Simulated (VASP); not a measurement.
Runs of VASP 6.6.1 on Rh. The structure is that of space group Fm-3m (No. 225), or close to it. The cells are those of the table. 

| potentials or basis | cell | cutoff (eV) | second run | gap on the mesh (eV) | pressure (GPa) |
| --- | --- | --- | --- | --- | --- |
| VASP PAW PBE potentials, release 64 (Rh_pv) | a = 2.824 Å, angles 60.0°, 1 atom | 520 | - | none | (a) |
| VASP PAW PBE potentials, release 64 (Rh_sv_GW) | a = 2.622 Å, angles 60.0°, 1 atom | 580 | valence_matched | none | (b) |
| VASP PAW PBE potentials, release 64 (Rh_pv) | a = 2.656, b = 2.656, c = 2.622 Å, angles 60.4, 60.4, 59.2°, 1 atom | 520 | - | none | 17.1 |
| VASP PAW PBE potentials, release 64 (Rh_pv) | a = 2.725, b = 2.725, c = 2.622 Å, angles 61.2, 61.2, 57.5°, 1 atom | 520 | - | none | 2.0 |
| VASP PAW PBE potentials, release 64 (Rh_pv) | a = 2.656, b = 2.656, c = 2.689 Å, angles 59.6, 59.6, 60.8°, 1 atom | 520 | - | none | 8.4 |
| VASP PAW PBE potentials, release 64 (Rh_pv) | a = 2.622 Å, angles 60.0°, 1 atom | 520 | - | none | 26.8 |
| VASP PAW PBE potentials, release 64 (Rh_pv) | a = 2.555 Å, angles 60.0°, 1 atom | 520 | - | none | 65.2 |
| VASP PAW PBE potentials, release 64 (Rh_pv) | a = 2.756 Å, angles 60.0°, 1 atom | 520 | - | none | (c) |

Alike in all rows: task single point; level r2SCAN; no spin polarisation; k mesh 22 × 22 × 22; smearing gaussian 0.15 eV.

Fill in the values left out.

(a) -27.8; (b) 23.4; (c) -16.8.

Caveats: the PAW data sets were made with another functional, which shifts forces and pressure a little.

A k mesh can miss the band edges, and the runs leave out spin-orbit coupling on Rh.

A gap of «none» marks levels without a gap at the run's occupations.

The runs don't all hold the same shells in valence.
